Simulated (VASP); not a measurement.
# BN (P4_322) in VASP: a series of runs

Runs on BN. Level: PBE. Tasks: single point, relaxation of cell and atoms.

Everything below comes from runs of VASP 6.6.1. Logs are shortened: lines on timing, memory, paths and dates and some standing lists are left out, and cuts for length are marked.

## 1. The cell of the first run

It takes space group P4_322 (No. 95, tetragonal). The conventional cell has a = 2.704 Å, b = 2.704 Å, c = 5.393 Å, α = 90.00°, β = 90.00°, γ = 90.00°. B (site symmetry 2) has 4 N at 1.41 to 1.55 Å within 1.9 Å. Within 1.9 Å of N (site symmetry 2) lie 4 B at 1.41 to 1.55 Å.

The cell was built from a structure type or drawn by symmetry, and may not be a known phase.

## 2. Single point, PBE

The input, INCAR:

```
SYSTEM = BN
  ALGO = Normal
  EDIFF = 1E-6
  ENCUT = 520
  GGA = PE
  ISIF = 2
  ISMEAR = 0
  LASPH = .True.
  LCHARG = .True.
  LELF = .True.
  LREAL = .False.
  LVHAR = .True.
  LWAVE = .False.
  NBANDS = 26
  NELM = 100
  PREC = Accurate
  SIGMA = 0.1
```

The input, KPOINTS:

```
k-points
0
Gamma
  6 6 4
  0 0 0
```

The input, POSCAR:

```
BN
1.0
    2.7041046900      0.0000000000      0.0000000000
    0.0000000000      2.7041046900      0.0000000000
    0.0000000000      0.0000000000      5.3933582700
B N
4 4
Direct
    0.1113820100      0.5000000000      0.2500000000
    0.5000000000      0.8886179900      0.5000000000
    0.5000000000      0.1113820100      0.0000000000
    0.8886179900      0.5000000000      0.7500000000
    0.0000000000      0.6113820100      0.5000000000
    0.3886179900      0.0000000000      0.2500000000
    0.6113820100      0.0000000000      0.7500000000
    0.0000000000      0.3886179900      0.0000000000
```

Potentials or basis: VASP PAW PBE potentials, release 64 (B, N).

Command:

```
cat potpaw_PBE.64/B/POTCAR potpaw_PBE.64/N/POTCAR > POTCAR
mpirun -np 1 vasp_std > vasp.out
```

OUTCAR:

```text
SYSTEM = BN
   EDIFF = 1E-6
   ENCUT = 520
   GGA = PE
   ISIF = 2
   ISMEAR = 0
   LASPH = .True.
   LREAL = .False.
   NELM = 100
   PREC = Accurate

 ion  position               nearest neighbor table
   1  0.111  0.500  0.250-   5 1.41   8 1.41   6 1.55   6 1.55   2 2.01   3 2.01
   2  0.500  0.889  0.500-   6 1.41   7 1.41   5 1.55   5 1.55   1 2.01   4 2.01
   3  0.500  0.111  0.000-   6 1.41   7 1.41   8 1.55   8 1.55   1 2.01   4 2.01
   4  0.889  0.500  0.750-   5 1.41   8 1.41   7 1.55   7 1.55   2 2.01   3 2.01
   5  0.000  0.611  0.500-   1 1.41   4 1.41   2 1.55   2 1.55
   6  0.389  0.000  0.250-   2 1.41   3 1.41   1 1.55   1 1.55
   7  0.611  0.000  0.750-   2 1.41   3 1.41   4 1.55   4 1.55
   8  0.000  0.389  0.000-   1 1.41   4 1.41   3 1.55   3 1.55

  LATTYP: Found a simple tetragonal cell.
 ALAT       =     2.7041046900
 C/A-ratio  =     1.9945079382

  Lattice vectors:

 A1 = (   2.7041046900,   0.0000000000,   0.0000000000)
 A2 = (   0.0000000000,   2.7041046900,   0.0000000000)
 A3 = (   0.0000000000,   0.0000000000,   5.3933582700)

Analysis of symmetry for initial positions (statically):
=====================================================================
 Subroutine PRICEL returns:
 Original cell was already a primitive cell.

 Routine SETGRP: Setting up the symmetry group for a
 simple tetragonal supercell.

 Subroutine GETGRP returns: Found  8 space group operations
 (whereof  2 operations were pure point group operations)
 out of a pool of 16 trial point group operations.

The static configuration has the point symmetry C_2 .
 The point group associated with its full space group is D_4 .

Analysis of symmetry for dynamics (positions and initial velocities):
=====================================================================
 Subroutine PRICEL returns:
 Original cell was already a primitive cell.

 Routine SETGRP: Setting up the symmetry group for a
 simple tetragonal supercell.

 Subroutine GETGRP returns: Found  8 space group operations
 (whereof  2 operations were pure point group operations)
 out of a pool of 16 trial point group operations.

The dynamic configuration has the point symmetry C_2 .
 The point group associated with its full space group is D_4 .

 Subroutine INISYM returns: Found  8 space group operations
 (whereof  2 operations are pure point group operations),
 and found     1 'primitive' translations

----------------------------------------------------------------------------------------

                                     Primitive cell

  volume of cell :      39.4372

  direct lattice vectors                    reciprocal lattice vectors
     2.704104690  0.000000000  0.000000000     0.369808167  0.000000000  0.000000000
     0.000000000  2.704104690  0.000000000     0.000000000  0.369808167  0.000000000
     0.000000000  0.000000000  5.393358270     0.000000000  0.000000000  0.185413234

  length of vectors
     2.704104690  2.704104690  5.393358270     0.369808167  0.369808167  0.185413234

  position of ions in fractional coordinates (direct lattice)
     0.111382010  0.500000000  0.250000000
     0.500000000  0.888617990  0.500000000
     0.500000000  0.111382010  0.000000000
     0.888617990  0.500000000  0.750000000
     0.000000000  0.611382010  0.500000000
     0.388617990  0.000000000  0.250000000
     0.611382010  0.000000000  0.750000000
     0.000000000  0.388617990  0.000000000

  ion indices of the primitive-cell ions
   primitive index   ion index
                 1           1
                 2           2
                 3           3
                 4           4
                 5           5
                 6           6
                 7           7
                 8           8

----------------------------------------------------------------------------------------

 KPOINTS: k-points

Automatic generation of k-mesh.
 Grid dimensions read from file:
 generate k-points for:    6    6    4

 Generating k-lattice:

  Cartesian coordinates                     Fractional coordinates (reciprocal lattice)
     0.061634695  0.000000000  0.000000000     0.166666667  0.000000000  0.000000000
     0.000000000  0.061634695  0.000000000     0.000000000  0.166666667  0.000000000
     0.000000000  0.000000000  0.046353309     0.000000000  0.000000000  0.250000000

  Length of vectors
     0.061634695  0.061634695  0.046353309

  Shift w.r.t. Gamma in fractional coordinates (k-lattice)
     0.000000000  0.000000000  0.000000000

 Subroutine IBZKPT returns following result:
 ===========================================

 Found     30 irreducible k-points:

 Following reciprocal coordinates:
            Coordinates               Weight
  0.000000  0.000000  0.000000      1.000000
  0.166667  0.000000  0.000000      4.000000
  0.333333  0.000000  0.000000      4.000000
  0.500000  0.000000  0.000000      2.000000
  0.166667  0.166667  0.000000      4.000000
  0.333333  0.166667  0.000000      8.000000
[... 16 lines left out ...]
  0.333333  0.000000  0.500000      4.000000
  0.500000  0.000000  0.500000      2.000000
 [... further k-points ...]
   k-points           NKPTS =     30   k-points in BZ     NKDIM =     30   number of bands    NBANDS=     26
   number of dos      NEDOS =    301   number of ions     NIONS =      8
   total plane-waves  NPLWV =  16000
   dimension x,y,z NGX =    20 NGY =   20 NGZ =   40
   dimension x,y,z NGXF=    40 NGYF=   40 NGZF=   80
   ions per type =               4   4
   NGX,Y,Z   is equivalent  to a cutoff of  12.30, 12.30, 12.33 a.u.
   NGXF,Y,Z  is equivalent  to a cutoff of  24.59, 24.59, 24.66 a.u.
 SYSTEM =  BN
   PREC   = accura    normal or accurate (medium, high low for compatibility)
   ISTART =      0    job   : 0-new  1-cont  2-samecut
   ICHARG =      2    charge: 1-file 2-atom 10-const
   ISPIN  =      1    spin polarized calculation?
   LNONCOLLINEAR =      F non collinear calculations
   LSORBIT =      F    spin-orbit coupling
   LASPH  =      T    aspherical Exc in radial PAW
   ENCUT  =  520.0 eV  38.22 Ry    6.18 a.u.   5.03  5.03 10.03*2*pi/ulx,y,z
   NELM   =    100;   NELMIN=  2; NELMDL= -5     # of ELM steps
   EDIFF  = 0.1E-05   stopping-criterion for ELM
   LREAL  =      F    real-space projection
   EDIFFG = 0.1E-04   stopping-criterion for IOM
   NSW    =      0    number of steps for IOM
   IBRION =     -1    ionic relax: 0-MD 1-quasi-New 2-CG
   NFREE  =      0    steps in history (QN), initial steepest desc. (CG)
   ISIF   =      2    stress and relaxation
   ISYM   =      2    0-nonsym 1-usesym 2-fastsym
   POTIM  = 0.5000    time-step for ionic-motion
   TEBEG  =    0.0;   TEEND  =   0.0 temperature during run
   PSTRESS=    0.0 pullay stress
   NELECT =      32.0000    total number of electrons
   NUPDOWN=      -1.0000    fix difference up-down
   EMIN   =  10.00;   EMAX   =-10.00  energy-range for DOS
   EFERMI =   0.00;   METHOD = LEGACY
   ISMEAR =     0;   SIGMA  =   0.10  broadening in eV -4-tet -1-fermi 0-gaus
   EFERMI_NEDOS =   21; number of points for ismear=-14 and -15
   IALGO  =     38    algorithm
   IMIX   =      4    mixing-type and parameters
     AMIX     =   0.40;   BMIX     =  1.00
     AMIX_MAG =   1.60;   BMIX_MAG =  1.00
  volume/ion in A,a.u.               =       4.93        33.27
  Fermi-wavevector in a.u.,A,eV,Ry     =   1.526943  2.885503 31.722717  2.331554
  Thomas-Fermi vector in A             =   2.634907
   LORBIT       =      0    0 simple, 1 ext, 2 COOP (PROOUT), +10 PAW based schemes
   GGA     = PE    functional components
   LHFCALC =     F    Hartree Fock is set to
   AEXX    =    0.0000 exact exchange contribution
   IVDW    =     0    specifies the selected vdW correction
   LEPSILON=     F    determine dielectric tensor
   LRPA    =     F    only Hartree local field effects (RPA)
 non-spin polarized calculation
 Gauss-broadening in eV      SIGMA  =   0.10
  energy-cutoff  :      520.00
  volume of cell :       39.44
 maximum number of plane-waves:      1088
   NGX = 11   NGY = 11   NGZ = 21

 number of electron      32.0000001 magnetization

 Free energy of the ion-electron system (eV)
  ---------------------------------------------------
  ext. energy  EPLUGINS =         0.00000000
  ---------------------------------------------------
  free energy    TOTEN  =       -55.87214135 eV

  energy without entropy =      -55.87214135  energy(sigma->0) =      -55.87214135

 E-fermi :  11.2252     XC(G=0): -13.7616

 val. band max:       10.7853188884   @ k =   0.1667   0.0000   0.0000
 cond. band min:      11.7154217878   @ k =   0.0000   0.0000   0.0000
 fundamental gap:      0.9301028994
 Fermi energy:        11.2252350167

 k-point     1 :       0.0000    0.0000    0.0000
  band No.  band energies     occupation
      1     -12.9918      2.00000
      2      -9.6923      2.00000
      3      -9.6923      2.00000
      4      -1.9726      2.00000
      5      -1.7405      2.00000
      6       2.4611      2.00000
[... 18 lines left out ...]
     25      22.5011      0.00000
     26      23.7459      0.00000

 k-point     2 :       0.1667    0.0000    0.0000
  band No.  band energies     occupation
      1     -12.5985      2.00000
      2      -9.4197      2.00000
      3      -9.3691      2.00000
      4      -3.1641      2.00000
      5      -1.7219      2.00000
      6       1.7312      2.00000
[... 18 lines left out ...]
     25      22.8880      0.00000
     26      23.4063      0.00000

 k-point     3 :       0.3333    0.0000    0.0000
  band No.  band energies     occupation
      1     -11.4744      2.00000
      2      -8.9393      2.00000
      3      -8.5388      2.00000
      4      -5.3575      2.00000
      5      -2.4490      2.00000
      6      -0.5963      2.00000
[... 18 lines left out ...]
     25      23.3962      0.00000
     26      24.2460      0.00000

 k-point     4 :       0.5000    0.0000    0.0000
  band No.  band energies     occupation
      1     -10.2082      2.00000
      2      -9.3855      2.00000
      3      -7.9398      2.00000
      4      -6.1911      2.00000
      5      -3.3141      2.00000
      6      -1.8113      2.00000
[... 18 lines left out ...]
     25      25.1641      0.00000
     26      25.6266      0.00000

 k-point     5 :       0.1667    0.1667    0.0000
  band No.  band energies     occupation
      1     -12.2088      2.00000
      2      -9.1234      2.00000
      3      -9.0783      2.00000
      4      -3.6051      2.00000
      5      -1.6549      2.00000
      6       0.5590      2.00000
[... 18 lines left out ...]
     25      23.1351      0.00000
     26      23.7766      0.00000

 k-point     6 :       0.3333    0.1667    0.0000
  band No.  band energies     occupation
      1     -11.0991      2.00000
      2      -8.6316      2.00000
      3      -8.2788      2.00000
      4      -5.1884      2.00000
      5      -2.2308      2.00000
      6      -0.4511      2.00000
[... 427 lines left out ...]
 k-point    21 :       0.0000    0.0000    0.5000
  band No.  band energies     occupation
      1     -12.1427      2.00000
      2     -12.1427      2.00000
      3      -6.0066      2.00000
      4      -6.0066      2.00000
      5       1.5972      2.00000
      6       1.5972      2.00000
[... 18 lines left out ...]
     25      23.6966      0.00000
     26      23.7023      0.00000

 k-point    22 :       0.1667    0.0000    0.5000
  band No.  band energies     occupation
      1     -11.7666      2.00000
      2     -11.7666      2.00000
      3      -5.9765      2.00000
      4      -5.9765      2.00000
      5       0.0092      2.00000
      6       0.0092      2.00000
[... 18 lines left out ...]
     25      23.7470      0.00000
     26      23.7470      0.00000

 k-point    23 :       0.3333    0.0000    0.5000
  band No.  band energies     occupation
      1     -10.7248      2.00000
      2     -10.7248      2.00000
      3      -6.5082      2.00000
      4      -6.5082      2.00000
      5      -1.2969      2.00000
      6      -1.2969      2.00000
[... 18 lines left out ...]
     25      23.6363      0.00000
     26      23.6363      0.00000

 k-point    24 :       0.5000    0.0000    0.5000
  band No.  band energies     occupation
      1      -9.7721      2.00000
      2      -9.7721      2.00000
      3      -7.4735      2.00000
      4      -7.4735      2.00000
      5      -0.9712      2.00000
      6      -0.9712      2.00000
[... 18 lines left out ...]
     25      23.8793      0.00000
     26      23.8793      0.00000

 [... further k-points ...]

------------------------ aborting loop because EDIFF is reached ----------------------------------------

  FORCE on cell =-STRESS in cart. coord.  units (eV):
  Direction    XX          YY          ZZ          XY          YZ          ZX
  --------------------------------------------------------------------------------------
  -------------------------------------------------------------------------------------
  Total       26.6249732     26.6249732     51.4658171      0.0000000      0.0000000      0.0000000
  in kB     1081.6667727   1081.6667727   2090.8514631      0.0000000      0.0000000      0.0000000
  external PRESSURE =    1418.0616695 kB  Pullay stress =       0.0000000 kB

 VOLUME and BASIS-vectors are now :
 -----------------------------------------------------------------------------
  energy-cutoff  :      520.00
  volume of cell :       39.44
      direct lattice vectors                 reciprocal lattice vectors
     2.704104690  0.000000000  0.000000000     0.369808167  0.000000000  0.000000000
     0.000000000  2.704104690  0.000000000     0.000000000  0.369808167  0.000000000
     0.000000000  0.000000000  5.393358270     0.000000000  0.000000000  0.185413234

 POSITION                                       TOTAL-FORCE (eV/Angst)
 -----------------------------------------------------------------------------------
      0.30119      1.35205      1.34834         2.192761      0.000000      0.000000
      1.35205      2.40292      2.69668        -0.000000     -2.192761      0.000000
      1.35205      0.30119      0.00000        -0.000000      2.192761      0.000000
      2.40292      1.35205      4.04502        -2.192761      0.000000      0.000000
      0.00000      1.65324      2.69668        -0.000000     -2.126224     -0.000000
      1.05086      0.00000      1.34834         2.126224      0.000000      0.000000
      1.65324      0.00000      4.04502        -2.126224      0.000000      0.000000
      0.00000      1.05086      0.00000        -0.000000      2.126224      0.000000
 -----------------------------------------------------------------------------------
    total drift:                               -0.000000      0.000000     -0.000000

  FREE ENERGIE OF THE ION-ELECTRON SYSTEM (eV)
  ---------------------------------------------------
  free  energy   TOTEN  =       -55.8721413529 eV

  energy  without entropy=      -55.8721413529  energy(sigma->0) =      -55.87214135
```

Wall time 24 s (1 thread of Intel Xeon Platinum 8488C (Sapphire Rapids), shared host); peak memory 0.15 GiB.

Results:

| Quantity | Value |
| --- | --- |
| Free energy | -55.8721 eV |
| Pressure | 141.8 GPa |
| Largest force | 2.193 eV/Å |
| Band gap on the k mesh | 0.93 eV (least direct gap 0.94 eV) |

Forces on the atoms (eV/Å):
```
B    2.193  0.000  0.000
B    0.000 -2.193  0.000
B    0.000  2.193  0.000
B   -2.193  0.000  0.000
N    0.000 -2.126  0.000
N    2.126  0.000  0.000
N   -2.126  0.000  0.000
N    0.000  2.126  0.000
```

Stress tensor (GPa, compression positive):
```
108.17   0.00   0.00
  0.00 108.17   0.00
  0.00   0.00 209.09
```

Caveat: the cell stands under pressure; forces of over 1 eV/Å act on the atoms, so gaps and moduli don't describe the material at rest. A k mesh can miss the band edges.

## 3. Single point, PBE

This run uses another cell than the first one, of 6.49 Å³/atom.

The input, INCAR:

```
SYSTEM = BN
PREC = Accurate
ENCUT = 520
EDIFF = 1E-7
ISMEAR = 0
SIGMA = 0.1
LREAL = .False.
LASPH = .True.
NELM = 60
ALGO = Normal
ISIF = 2
LWAVE = .False.
LCHARG = .True.
GGA = PE
LELF = .True.
LVHAR = .True.
NBANDS = 26
```

The input, KPOINTS:

```
regular mesh
0
Gamma
  6 6 4
  0 0 0
```

The input, POSCAR:

```
BN
1.0
    3.0107149741      0.0000000000      0.0000000000
    0.0000000000      3.0107149741      0.0000000000
    0.0000000000      0.0000000000      5.7286682869
B N
4 4
Direct
    0.1477926734      0.5000000000      0.2500000000
    0.5000000000      0.8522073266      0.5000000000
    0.5000000000      0.1477926734      0.0000000000
    0.8522073266      0.5000000000      0.7500000000
    0.0000000000      0.5879083797      0.5000000000
    0.4120916203      0.0000000000      0.2500000000
    0.5879083797      0.0000000000      0.7500000000
    0.0000000000      0.4120916203      0.0000000000
```

Potentials or basis: VASP PAW PBE potentials, release 64 (B, N).

Command:

```
cat potpaw_PBE.64/B/POTCAR potpaw_PBE.64/N/POTCAR > POTCAR
mpirun -np 1 vasp_std > vasp.out
```

Run time: 37 s. Hardware: 1 thread of Intel Xeon Platinum 8488C (Sapphire Rapids), shared host; peak memory 0.17 GiB.

The run converged. Its results:

```yaml
Free_energy: -60.7658 eV
Pressure: 0.3 GPa
Band_gap_on_the_k_mesh: 0.04 eV (least direct gap 0.48 eV)
```

Levels at points of the mesh, in eV from the valence-band top:
```
           k point  band 14  band 15  band 16  band 17  band 18  band 19
(0.00, 0.00, 0.00)    -2.51    -0.44    -0.44     0.04     3.23     4.34
(0.50, 0.00, 0.00)    -2.49    -2.25    -1.07     2.07     2.92     5.65
(0.50, 0.50, 0.00)    -3.92    -1.68     0.00     4.66     4.66     6.44
(0.00, 0.00, 0.50)    -2.07    -1.16    -1.16     1.55     1.55     5.79
(0.50, 0.00, 0.50)    -3.04    -1.30    -1.30     3.19     3.19     5.48
(0.50, 0.50, 0.50)    -4.34    -2.20    -2.20     6.65     6.65     7.71
```

[end of part 1 of 2]
